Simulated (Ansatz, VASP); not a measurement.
**SrTiO3 in VASP and in Ansatz**

```xyz
5
Lattice="3.9364 0.0000 0.0000 0.0000 3.9364 0.0000 0.0000 0.0000 3.9364" Properties=species:S:1:pos:R:3 pbc="T T T"
Sr    0.0269    0.0000    0.0000
Ti    2.0061    1.9682    1.9682
O    -0.0582    1.9682    1.9682
O     1.9089    0.0000    1.9682
O     1.9089    1.9682    0.0000
```

Alike in both runs: functional PBE; k mesh 8 × 8 × 8; occupations gaussian, width 0.05 eV; no spin polarisation.

Ansatz relaxed the structure, and its values are those at the end. VASP's run is a single point on that final structure, the one shown.

|  | VASP | Ansatz |
| --- | --- | --- |
| version | VASP 6.6.1 | Ansatz 0.2.0 |
| potentials or method | VASP PAW PBE potentials, release 64 (Sr_sv, Ti_sv, O), cutoff 520 eV | scalar-relativistic, plane waves, PAW |
| valence electrons in the cell | 40 | 40 |

```csv
,VASP,Ansatz,Ansatz less VASP
gap on the k mesh at the Fermi level (eV),1.84,1.88,+0.034
least direct gap on the mesh (eV),2.32,2.34,+0.018
pressure (GPa),1.2,0.6,-0.61
rms of the force components (eV/Å),0.015,0.001,-0.0147
```

Ansatz's warnings: stress scf threshold loose.
